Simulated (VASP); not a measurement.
# Ta4N (P6/mmm) in VASP: a series of runs

The runs below take Ta4N through single point, with PBE.

All numbers are computed with VASP 6.6.1; they aren't measurements. Logs are shortened: lines on timing, memory, paths and dates and some standing lists are left out, and cuts for length are marked.

## (1) The cell of the first run

Symmetry: P6/mmm, No. 191, hexagonal system. The conventional cell has a = 5.258 Å, b = 5.258 Å, c = 3.876 Å, α = 90.00°, β = 90.00°, γ = 120.00°. Within 3.5 Å of Ta (site symmetry mmm) lie 2 N at 2.63 Å and 8 Ta at 2.63 to 3.27 Å. Within 2.6 Å of Ta (site symmetry 6/mmm) lie 2 N at 1.94 Å. Within 2.7 Å of N (site symmetry 6/mmm) lie 8 Ta at 1.94 to 2.63 Å.

The cell was generated, and may not be a known phase.

## (2) Single point, PBE

File INCAR:

```
SYSTEM = Ta4N
ALGO = Normal ; EDIFF = 1E-6
ENCUT = 520 ; GGA = PE
ISIF = 2 ; ISMEAR = 0
LASPH = .True. ; LCHARG = .False.
LREAL = .False. ; LWAVE = .False.
NBANDS = 32 ; NELM = 80
PREC = Accurate ; SIGMA = 0.1
```

File KPOINTS:

```
k-points
0
Gamma
  12 12 10
  0 0 0
```

File POSCAR:

```
Ta4N
1.0
    5.2577145932      0.0000000000      0.0000000000
   -2.6288572966      4.5533144036      0.0000000000
    0.0000000000      0.0000000000      3.8755300671
Ta N
4 1
Direct
    0.5000000000      0.0000000000      0.0000000000
    0.0000000000      0.5000000000      0.0000000000
    0.5000000000      0.5000000000      0.0000000000
    0.0000000000      0.0000000000      0.5000000000
    0.0000000000      0.0000000000      0.0000000000
```

Potentials or basis: VASP PAW PBE potentials, release 64 (Ta_pv, N).

On the command line:

```console
cat potpaw_PBE.64/Ta_pv/POTCAR potpaw_PBE.64/N/POTCAR > POTCAR
mpirun -np 1 vasp_std > vasp.out
```

OUTCAR:

```text
SYSTEM = Ta4N
   EDIFF = 1E-6
   ENCUT = 520
   GGA = PE
   ISIF = 2
   ISMEAR = 0
   LASPH = .True.
   LREAL = .False.
   NELM = 80
   PREC = Accurate

 ion  position               nearest neighbor table
   1  0.500  0.000  0.000-   5 2.63   5 2.63   2 2.63   3 2.63   3 2.63   2 2.63   4 3.27   4 3.27
                             4 3.27   4 3.27
   2  0.000  0.500  0.000-   3 2.63   3 2.63   5 2.63   5 2.63   1 2.63   1 2.63   4 3.27   4 3.27
                             4 3.27   4 3.27
   3  0.500  0.500  0.000-   2 2.63   2 2.63   5 2.63   1 2.63   1 2.63   5 2.63   4 3.27   4 3.27
                             4 3.27   4 3.27
   4  0.000  0.000  0.500-   5 1.94   5 1.94   1 3.27   1 3.27   1 3.27   1 3.27   3 3.27   2 3.27
                             2 3.27   2 3.27   3 3.27   2 3.27   3 3.27   3 3.27
   5  0.000  0.000  0.000-   4 1.94   4 1.94   1 2.63   1 2.63   3 2.63   2 2.63   2 2.63   3 2.63

  LATTYP: Found a hexagonal cell.
 ALAT       =     5.2577145932
 C/A-ratio  =     0.7371130552

  Lattice vectors:

 A1 = (   5.2577145932,   0.0000000000,   0.0000000000)
 A2 = (  -2.6288572966,   4.5533144036,   0.0000000000)
 A3 = (   0.0000000000,   0.0000000000,   3.8755300671)

Analysis of symmetry for initial positions (statically):
=====================================================================
 Subroutine PRICEL returns:
 Original cell was already a primitive cell.

 Routine SETGRP: Setting up the symmetry group for a
 hexagonal supercell.

 Subroutine GETGRP returns: Found 24 space group operations
 (whereof 24 operations were pure point group operations)
 out of a pool of 24 trial point group operations.

The static configuration has the point symmetry D_6h.

Analysis of symmetry for dynamics (positions and initial velocities):
=====================================================================
 Subroutine PRICEL returns:
 Original cell was already a primitive cell.

 Routine SETGRP: Setting up the symmetry group for a
 hexagonal supercell.

 Subroutine GETGRP returns: Found 24 space group operations
 (whereof 24 operations were pure point group operations)
 out of a pool of 24 trial point group operations.

The dynamic configuration has the point symmetry D_6h.

 Subroutine INISYM returns: Found 24 space group operations
 (whereof 24 operations are pure point group operations),
 and found     1 'primitive' translations

----------------------------------------------------------------------------------------

[... 100 lines left out ...]
   EDIFFG = 0.1E-04   stopping-criterion for IOM
   NSW    =      0    number of steps for IOM
   IBRION =     -1    ionic relax: 0-MD 1-quasi-New 2-CG
   NFREE  =      0    steps in history (QN), initial steepest desc. (CG)
   ISIF   =      2    stress and relaxation
   ISYM   =      2    0-nonsym 1-usesym 2-fastsym
   POTIM  = 0.5000    time-step for ionic-motion
   TEBEG  =    0.0;   TEEND  =   0.0 temperature during run
   PSTRESS=    0.0 pullay stress
   NELECT =      49.0000    total number of electrons
   NUPDOWN=      -1.0000    fix difference up-down
   EMIN   =  10.00;   EMAX   =-10.00  energy-range for DOS
   EFERMI =   0.00;   METHOD = LEGACY
   ISMEAR =     0;   SIGMA  =   0.10  broadening in eV -4-tet -1-fermi 0-gaus
   EFERMI_NEDOS =   21; number of points for ismear=-14 and -15
   IALGO  =     38    algorithm
   IMIX   =      4    mixing-type and parameters
     AMIX     =   0.40;   BMIX     =  1.00
     AMIX_MAG =   1.60;   BMIX_MAG =  1.00
  volume/ion in A,a.u.               =      18.56       125.22
  Fermi-wavevector in a.u.,A,eV,Ry     =   1.323290  2.500655 23.825103  1.751096
  Thomas-Fermi vector in A             =   2.452909
   LORBIT       =      0    0 simple, 1 ext, 2 COOP (PROOUT), +10 PAW based schemes
   GGA     = PE    functional components
   LHFCALC =     F    Hartree Fock is set to
   AEXX    =    0.0000 exact exchange contribution
   IVDW    =     0    specifies the selected vdW correction
   LEPSILON=     F    determine dielectric tensor
   LRPA    =     F    only Hartree local field effects (RPA)
 non-spin polarized calculation
 Gauss-broadening in eV      SIGMA  =   0.10
  energy-cutoff  :      520.00
  volume of cell :       92.78
 maximum number of plane-waves:      2534
 NGX is ok and might be reduce to    40
   NGX = 19   NGY = 19   NGZ = 15

 number of electron      48.9999998 magnetization

 Free energy of the ion-electron system (eV)
  ---------------------------------------------------
  ext. energy  EPLUGINS =         0.00000000
  ---------------------------------------------------
  free energy    TOTEN  =       -51.69997657 eV

  energy without entropy =      -51.67387753  energy(sigma->0) =      -51.68692705

 E-fermi :   4.7398     XC(G=0): -11.5895

 val. band max:        4.7353231455   @ k =   0.1667  -0.0000   0.5000
 cond. band min:       4.7422000609   @ k =   0.3333   0.1667   0.0000
 fundamental gap:      0.0068769154
 Fermi energy:         4.7398304409

 k-point     1 :       0.0000    0.0000    0.0000
  band No.  band energies     occupation
      1     -30.8656      2.00000
      2     -30.3007      2.00000
      3     -30.3007      2.00000
      4     -30.0312      2.00000
      5     -29.7354      2.00000
      6     -29.6566      2.00000
[... 829 lines left out ...]
     31       6.9223      0.00000
     32       7.2864      0.00000

 [... further k-points ...]

------------------------ aborting loop because EDIFF is reached ----------------------------------------

  FORCE on cell =-STRESS in cart. coord.  units (eV):
  Direction    XX          YY          ZZ          XY          YZ          ZX
  --------------------------------------------------------------------------------------
  -------------------------------------------------------------------------------------
  Total        0.0963181      0.0963181      0.2626370      0.0000000     -0.0000000      0.0000000
  in kB        1.6632700      1.6632700      4.5353491      0.0000000     -0.0000000      0.0000000
  external PRESSURE =       2.6206297 kB  Pullay stress =       0.0000000 kB

 VOLUME and BASIS-vectors are now :
 -----------------------------------------------------------------------------
  energy-cutoff  :      520.00
  volume of cell :       92.78
      direct lattice vectors                 reciprocal lattice vectors
     5.257714593  0.000000000  0.000000000     0.190196707  0.109810120  0.000000000
    -2.628857297  4.553314404  0.000000000     0.000000000  0.219620240  0.000000000
     0.000000000  0.000000000  3.875530067     0.000000000  0.000000000  0.258029220

 POSITION                                       TOTAL-FORCE (eV/Angst)
 -----------------------------------------------------------------------------------
      2.62886      0.00000      0.00000        -0.000000      0.000000      0.000000
     -1.31443      2.27666      0.00000        -0.000000      0.000000      0.000000
      1.31443      2.27666      0.00000         0.000000      0.000000      0.000000
      0.00000      0.00000      1.93777        -0.000000      0.000000      0.000000
      0.00000      0.00000      0.00000        -0.000000      0.000000      0.000000
 -----------------------------------------------------------------------------------
    total drift:                               -0.000000      0.000000     -0.000000

  FREE ENERGIE OF THE ION-ELECTRON SYSTEM (eV)
  ---------------------------------------------------
  free  energy   TOTEN  =       -51.6999765668 eV

  energy  without entropy=      -51.6738775304  energy(sigma->0) =      -51.68692705
```

OSZICAR:

```text
N       E                     dE             d eps       ncg     rms          rms(c)
DAV:   1     0.459147533744E+03    0.45915E+03   -0.26761E+04  7296   0.153E+03
DAV:   2    -0.320390596391E+02   -0.49119E+03   -0.47436E+03  8216   0.450E+02
DAV:   3    -0.552381593380E+02   -0.23199E+02   -0.22360E+02  9776   0.853E+01
DAV:   4    -0.557619438959E+02   -0.52378E+00   -0.51956E+00  9096   0.121E+01
DAV:   5    -0.557772987650E+02   -0.15355E-01   -0.15342E-01  9552   0.169E+00    0.307E+01
DAV:   6    -0.521422212848E+02    0.36351E+01   -0.17319E+01  9920   0.213E+01    0.146E+01
DAV:   7    -0.518906464403E+02    0.25157E+00   -0.38980E+00  9728   0.101E+01    0.812E+00
DAV:   8    -0.517910623906E+02    0.99584E-01   -0.15758E+00  9536   0.751E+00    0.328E+00
DAV:   9    -0.517055308544E+02    0.85532E-01   -0.42222E-01  9720   0.391E+00    0.949E-01
DAV:  10    -0.517031542792E+02    0.23766E-02   -0.98690E-02  9728   0.145E+00    0.460E-01
DAV:  11    -0.517001375417E+02    0.30167E-02   -0.29254E-02 10120   0.786E-01    0.111E-01
DAV:  12    -0.516999679088E+02    0.16963E-03   -0.20089E-03  9448   0.242E-01    0.411E-02
DAV:  13    -0.516999933843E+02   -0.25475E-04   -0.47189E-04  9584   0.935E-02    0.288E-02
DAV:  14    -0.516999778545E+02    0.15530E-04   -0.51351E-05  9584   0.377E-02    0.107E-02
DAV:  15    -0.516999767059E+02    0.11485E-05   -0.15630E-05  8760   0.150E-02    0.170E-03
DAV:  16    -0.516999765668E+02    0.13913E-06   -0.34466E-07  5464   0.371E-03
   1 F= -.51699977E+02 E0= -.51686927E+02  d E =-.260990E-01
```

stdout:

```text
POSCAR found type information on POSCAR TaN
 POSCAR found :  2 types and       5 ions
 scaLAPACK will be used
 LDA part: xc-table for (Slater+PW92), standard interpolation
 POSCAR, INCAR and KPOINTS ok, starting setup
 FFT: planning ... GRIDC
 FFT: planning ... GRID_SOFT
 FFT: planning ... GRID
 WAVECAR not read
 entering main loop
```

Wall time 14 min (1 thread of Intel Xeon 8259CL, shared host); peak memory 0.4 GiB.

Results:

- Free energy: -51.7000 eV
- Pressure: 0.3 GPa
- Band gap on the k mesh: zero (an odd number of electrons rules out a gap without spin polarisation)

Stress tensor (GPa, compression positive):
```
0.17 0.00 0.00
0.00 0.17 0.00
0.00 0.00 0.45
```

Caveat: spin-orbit coupling is left out, which moves the levels of the heavy elements.

## (3) Single point, PBE, collinear spin

This run uses another cell than the first one, of 17.82 Å³/atom.

File INCAR:

```
SYSTEM = Ta4N
PREC = Accurate
ENCUT = 520
EDIFF = 1E-7
ISMEAR = 0
SIGMA = 0.1
LREAL = .False.
LASPH = .True.
NELM = 150
ALGO = Normal
ISIF = 2
LWAVE = .False.
LCHARG = .True.
ISPIN = 2
MAGMOM = 1 1 1 1 0
LORBIT = 11
LMAXMIX = 4
GGA = PE
LELF = .True.
LVHAR = .True.
NBANDS = 36
```

File KPOINTS:

```
regular mesh
0
Gamma
  6 6 4
  0 0 0
```

Changes to POSCAR since step 2:

```diff
@@ -2,5 +2,5 @@
 1.0
-    5.2577145932      0.0000000000      0.0000000000
-   -2.6288572966      4.5533144036      0.0000000000
-    0.0000000000      0.0000000000      3.8755300671
+    4.2594571700      0.0000000000      0.0000000000
+   -2.1297285900      3.6887981200      0.0000000000
+    0.0000000000      0.0000000000      5.6703448100
 Ta N
```

Potentials or basis: VASP PAW PBE potentials, release 64 (Ta_pv, N).

On the command line:

```console
cat potpaw_PBE.64/Ta_pv/POTCAR potpaw_PBE.64/N/POTCAR > POTCAR
mpirun -np 1 vasp_std > vasp.out
```

OUTCAR:

```text
SYSTEM = Ta4N
   PREC = Accurate
   ENCUT = 520
   EDIFF = 1E-7
   ISMEAR = 0
   LREAL = .False.
   LASPH = .True.
   NELM = 150
   ISIF = 2
   ISPIN = 2
   LORBIT = 11
   GGA = PE

 ion  position               nearest neighbor table
   1  0.500  0.000  0.000-   5 2.13   5 2.13   2 2.13   2 2.13   3 2.13   3 2.13   4 3.55   4 3.55
                             4 3.55   4 3.55
   2  0.000  0.500  0.000-   3 2.13   3 2.13   1 2.13   1 2.13   5 2.13   5 2.13   4 3.55   4 3.55
                             4 3.55   4 3.55
   3  0.500  0.500  0.000-   2 2.13   2 2.13   5 2.13   5 2.13   1 2.13   1 2.13   4 3.55   4 3.55
                             4 3.55   4 3.55
   4  0.000  0.000  0.500-   1 3.55   1 3.55   1 3.55   1 3.55   3 3.55   3 3.55   3 3.55   3 3.55
                             2 3.55   2 3.55   2 3.55   2 3.55
   5  0.000  0.000  0.000-   1 2.13   1 2.13   3 2.13   3 2.13   2 2.13   2 2.13

  LATTYP: Found a hexagonal cell.
 ALAT       =     4.2594571700
 C/A-ratio  =     1.3312364895

  Lattice vectors:

 A1 = (   4.2594571700,   0.0000000000,   0.0000000000)
 A2 = (  -2.1297285900,   3.6887981200,   0.0000000000)
 A3 = (   0.0000000000,   0.0000000000,   5.6703448100)

Analysis of symmetry for initial positions (statically):
[... 1848 lines left out ...]
  Total       78.4989540     78.4989542    -15.8392375     -0.0000001     -0.0000000      0.0000000
  in kB     1411.6461240   1411.6461274   -284.8368932     -0.0000019     -0.0000000      0.0000000
  external PRESSURE =     846.1517861 kB  Pullay stress =       0.0000000 kB

 VOLUME and BASIS-vectors are now :
 -----------------------------------------------------------------------------
  energy-cutoff  :      520.00
  volume of cell :       89.09
      direct lattice vectors                 reciprocal lattice vectors
     4.259457170  0.000000000  0.000000000     0.234771700  0.135545504  0.000000000
    -2.129728590  3.688798120  0.000000000     0.000000000  0.271091008  0.000000000
     0.000000000  0.000000000  5.670344810     0.000000000  0.000000000  0.176356118

 POSITION                                       TOTAL-FORCE (eV/Angst)
 -----------------------------------------------------------------------------------
      2.12973      0.00000      0.00000         0.000000      0.000000      0.000000
     -1.06486      1.84440      0.00000        -0.000000      0.000000      0.000000
      1.06486      1.84440      0.00000         0.000000      0.000000      0.000000
      0.00000      0.00000      2.83517        -0.000000      0.000000      0.000000
      0.00000      0.00000      0.00000        -0.000000      0.000000      0.000000
 -----------------------------------------------------------------------------------
    total drift:                               -0.000000     -0.000000     -0.000000

  FREE ENERGIE OF THE ION-ELECTRON SYSTEM (eV)
  ---------------------------------------------------
  free  energy   TOTEN  =       -34.4068436162 eV

  energy  without entropy=      -34.3735283369  energy(sigma->0) =      -34.39018598

 total charge

# of ion       s       p       d       tot
------------------------------------------
    1        0.431   6.286   3.572  10.290
    2        0.431   6.286   3.572  10.290
    3        0.431   6.286   3.572  10.290
    4        0.279   6.007   2.048   8.334
    5        1.262   2.520   0.000   3.782
--------------------------------------------------
tot          2.836  27.386  12.763  42.986

 magnetization (x)

# of ion       s       p       d       tot
------------------------------------------
    1        0.000   0.000   0.000   0.000
    2        0.000   0.000   0.000   0.000
    3        0.000   0.000   0.000   0.000
    4        0.000  -0.000   0.000   0.000
    5       -0.000  -0.000   0.000  -0.000
--------------------------------------------------
tot          0.000   0.000   0.000   0.000
```

stdout:

```text
POSCAR found type information on POSCAR TaN
 POSCAR found :  2 types and       5 ions
 scaLAPACK will be used
 LDA part: xc-table for (Slater+PW92), standard interpolation
 POSCAR, INCAR and KPOINTS ok, starting setup
 FFT: planning ... GRIDC
 FFT: planning ... GRID_SOFT
 FFT: planning ... GRID
 WAVECAR not read
 entering main loop
```

Run time: 9.2 min. Hardware: 1 thread of Intel Xeon 8259CL, shared host; peak memory 0.29 GiB.

What came out:

- Free energy: -34.4068 eV
- Pressure: 84.6 GPa
- Net moment: 0.00 μB per cell
- Valence electrons inside the program's atomic spheres: Ta 10.29, 8.33 (each value once); N 3.78

Stress tensor (GPa, compression positive):
```
141.16   0.00   0.00
  0.00 141.16   0.00
  0.00   0.00 -28.48
```

Caveat: the stress differs along the axes, from -28 to 141 GPa; spin-orbit coupling is left out, which moves the levels of the heavy elements.

## (4) Single point, PBE, collinear spin

File INCAR:

```
SYSTEM = Ta4N
PREC = Accurate ; ENCUT = 520
EDIFF = 1E-7 ; ISMEAR = 0
SIGMA = 0.1 ; LREAL = .False.
LASPH = .True. ; NELM = 150
ALGO = Normal ; ISIF = 2
LWAVE = .False. ; LCHARG = .False.
ISPIN = 2 ; MAGMOM = 1 1 1 1 0
LORBIT = 11 ; LMAXMIX = 4
GGA = PE ; NBANDS = 36
```

KPOINTS is that of step 3.

Changes to POSCAR since step 3:

```diff
@@ -2,5 +2,5 @@
 1.0
-    4.2594571700      0.0000000000      0.0000000000
-   -2.1297285900      3.6887981200      0.0000000000
-    0.0000000000      0.0000000000      5.6703448100
+    5.2594444600      0.0000000036      0.0000000000
+   -2.6297222331      4.5548125104      0.0000000000
+    0.0000000000      0.0000000000      3.8743716758
 Ta N
```

On the command line:

```console
cat potpaw_PBE.64/Ta_pv/POTCAR potpaw_PBE.64/N/POTCAR > POTCAR
mpirun -np 1 vasp_std > vasp.out
```

Wall time 7.4 min (1 thread of Intel Xeon 8259CL, shared host); peak memory 0.3 GiB.

The run converged. Its results:

* Free energy: -51.6831 eV
* Pressure: 0.5 GPa
* Net moment: 0.00 μB per cell
* Valence electrons inside the program's atomic spheres: Ta 8.96, 8.92 (each value once); N 3.72

Stress tensor (GPa, compression positive):
```
0.38 0.00 0.00
0.00 0.38 0.00
0.00 0.00 0.61
```

Levels at points of the mesh, in eV from the Fermi level:
Spin up:
| k point | band 20 | band 21 | band 22 | band 23 | band 24 | band 25 | band 26 | band 27 | band 28 | band 29 |
| --- | --- | --- | --- | --- | --- | --- | --- | --- | --- | --- |
| (0.00, 0.00, 0.00) | -2.46 | -2.13 | -2.13 | -2.03 | -0.69 | -0.69 | -0.62 | 2.62 | 2.64 | 2.64 |
| (0.50, 0.00, 0.00) | -1.30 | -0.98 | -0.76 | -0.75 | -0.57 | -0.28 | -0.13 | 0.14 | 0.92 | 0.93 |
| (0.00, 0.00, 0.50) | -2.96 | -2.93 | -1.93 | -1.93 | -0.67 | 0.15 | 0.15 | 1.52 | 3.37 | 3.39 |
| (0.50, 0.00, 0.50) | -1.79 | -0.95 | -0.86 | -0.81 | -0.21 | 0.35 | 0.97 | 1.39 | 1.72 | 2.42 |
Spin down:
```
           k point  band 21  band 22  band 23  band 24  band 25  band 26  band 27  band 28
(0.00, 0.00, 0.00)    -2.13    -2.13    -2.03    -0.69    -0.69    -0.62     2.62     2.64
(0.50, 0.00, 0.00)    -0.98    -0.76    -0.75    -0.57    -0.28    -0.13     0.14     0.92
(0.00, 0.00, 0.50)    -2.93    -1.93    -1.93    -0.67     0.15     0.15     1.52     3.37
(0.50, 0.00, 0.50)    -0.95    -0.86    -0.81    -0.21     0.35     0.97     1.39     1.72
```

Caveat: the k points lie up to 0.41 Å⁻¹ apart; spin-orbit coupling is left out, which moves the levels of the heavy elements.

## (5) Overview

| spin | cell | k mesh | gap on the mesh (eV) | pressure (GPa) | moment (μB) |
| --- | --- | --- | --- | --- | --- |
| off | a = 5.258, b = 5.258, c = 3.876 Å, angles 90.0, 90.0, 120.0°, 5 atoms | 12 × 12 × 10 | none | 0.3 | - |
| collinear | a = 4.259, b = 4.259, c = 5.670 Å, angles 90.0, 90.0, 120.0°, 5 atoms | 6 × 6 × 4 | none | 84.6 | 0.00 |
| collinear | a = 5.259, b = 5.259, c = 3.874 Å, angles 90.0, 90.0, 120.0°, 5 atoms | 6 × 6 × 4 | none | 0.5 | 0.00 |

Alike in all rows: task single point; level PBE; potentials or basis VASP PAW PBE potentials, release 64 (Ta_pv, N); cutoff (eV) 520; smearing gaussian 0.1 eV.

Caveats: some runs use coarse meshes; spin-orbit coupling is left out, which moves the levels of the heavy elements; the stress differs along the axes, from -28 to 141 GPa (at least some runs).

Total energies depend on the potentials used, so only differences within one code and one set of settings carry meaning.
